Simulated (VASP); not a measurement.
## Zn3SnO3: single point with PBE

The system is Zn3SnO3.

```
Zn Sn O
1.0
     6.10095    0.00000    0.00000
    -3.05048    5.28358    0.00000
     0.00000    0.00000    3.58092
Zn Sn O
3 1 3
Direct
  0.50000 0.00000 0.50000
  0.00000 0.50000 0.50000
  0.50000 0.50000 0.50000
  0.00000 0.00000 0.00000
  0.50000 0.00000 0.00000
  0.00000 0.50000 0.00000
  0.50000 0.50000 0.00000
```

The cell was generated, and may not be a known phase.

```yaml
Program: VASP 6.6.1
Task: single point
Functional: PBE
Potentials_or_basis: VASP PAW PBE potentials, release 64 (Zn, Sn_d, O)
Cutoff: 520 eV
k_mesh: 3 × 3 × 4
Occupations: gaussian, width 0.2 eV
Spin: no spin polarisation
```

```
Pressure               : 1.1 GPa
Band gap on the k mesh : zero (bands 34 and 35 overlap by 1.37 eV)
```

Stress tensor (GPa, compression positive):
```
0.48 0.00 0.00
0.00 0.48 0.00
0.00 0.00 2.31
```

Levels at points of the mesh, in eV from the Fermi level:
```csv
k point,band 31,band 32,band 33,band 34,band 35,band 36,band 37,band 38
"(0.00, 0.00, 0.00)",-3.00,-2.37,-2.37,-1.35,1.11,1.11,2.03,2.03
"(0.00, 0.00, 0.50)",-2.08,-1.57,-1.57,-1.49,-0.01,0.78,0.78,3.08
```

Wall time 27 s on 1 thread of AMD EPYC 9R45 96-Core Processor (Zen 5), on a shared host, peak memory 0.22 GiB.

Caveat: the k points lie up to 0.44 Å⁻¹ apart, too coarse for converged energies and pressures of a metal; spin-orbit coupling is left out, which moves the levels of the heavy elements.
